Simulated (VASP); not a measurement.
A run of VASP 6.6.1 is set up as follows.

Contents of INCAR:

```
SYSTEM = Ba
PREC     = Accurate       ! precision mode
ENCUT    = 520            ! plane-wave cutoff, eV
EDIFF    = 1E-6           ! SCF threshold, eV
ISMEAR   = -1             ! smearing method
SIGMA    = 0.05           ! smearing width, eV
LREAL    = .False.        ! projectors in reciprocal space
LASPH    = .True.         ! aspherical terms in the spheres
NELM     = 100            ! most SCF steps
ALGO     = Fast           ! electronic algorithm
ISIF     = 2              ! what is computed and relaxed
LWAVE    = .False.        ! write WAVECAR
LCHARG   = .False.        ! write CHGCAR
NBANDS   = 11             ! bands
```

File KPOINTS:

```
regular mesh
0
Gamma
  8 8 8
  0 0 0
```

File POSCAR:

```
Ba
1.0
   -2.5556595394      2.5556595394      2.5556595394
    2.5556595394     -2.5556595394      2.5556595394
    2.5556595394      2.5556595394     -2.5556595394
Ba
1
Direct
    0.0000000000      0.0000000000      0.0000000000
```

Potentials or basis: VASP PAW LDA potentials, release 64 (Ba_sv).

Command:

```console
$ cat potpaw_LDA.64/Ba_sv/POTCAR > POTCAR
$ mpirun -np 1 vasp_std > vasp.out
```

Question: What does it give for the band gap on the k mesh?

Answer: Zero (band 5 reaches 1.72 eV, above the bottom of band 6 at 0.79 eV).

Question: What does it give for the pressure?

Answer: -1.6 GPa.

Caveat: spin-orbit coupling is left out, which moves the levels of the heavy elements.
